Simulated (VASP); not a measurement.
Input of a VASP 6.6.1 run:

Contents of INCAR:

```
PREC = Accurate ; ENCUT = 520
EDIFF = 1E-7 ; ISMEAR = -1
SIGMA = 0.05 ; LREAL = F
LASPH = T ; NELM = 60
ALGO = Normal ; ISIF = 2
LWAVE = F ; LCHARG = T
GGA = RP ; LELF = T
LVHAR = T ; NBANDS = 25
```

Contents of KPOINTS:

```
Automatic mesh
0
Gamma
  10 10 5
```

POSCAR

```
CuO
1.0
    2.3289136198     -1.7019003246      0.0000000000
    2.3289136198      1.7019003246      0.0000000000
   -0.8547786486      0.0000000000      5.0254794206
Cu O
2 2
Direct
    0.4968000000      0.0032000000      0.5000000000
    0.0032000000      0.4968000000      0.0000000000
    0.4056000000      0.5714000000      0.7537000000
    0.5714000000      0.4056000000      0.2537000000
```

Potentials or basis: VASP PAW PBE potentials, release 64 (Cu, O).

Launch:

```console
$ cat potpaw_PBE.64/Cu/POTCAR potpaw_PBE.64/O/POTCAR > POTCAR
$ mpirun -np 1 vasp_std > vasp.out
```

Task: Predict the largest force.

Result: 0.877 eV/Å.

Task: What does it give for the band gap on the k mesh?

Result: Zero (band 17 reaches 6.41 eV, above the bottom of band 18 at 5.81 eV).

Task: What does it give for the pressure?

Result: 16.1 GPa.

Forces in eV/Å, atoms in the order of the input:
```
Cu  -0.718 -0.415  0.286
Cu  -0.718  0.415  0.286
O    0.718 -0.129 -0.286
O    0.718  0.129 -0.286
```

Caveat: the PAW data sets were made with another functional, which shifts forces and pressure a little; semilocal functionals often make such compounds metallic where correlation or magnetic order opens a gap, which also shifts bond lengths. With open d or f shells a metallic result of RPBE can be an artefact of self-interaction; +U or a hybrid may open a gap.
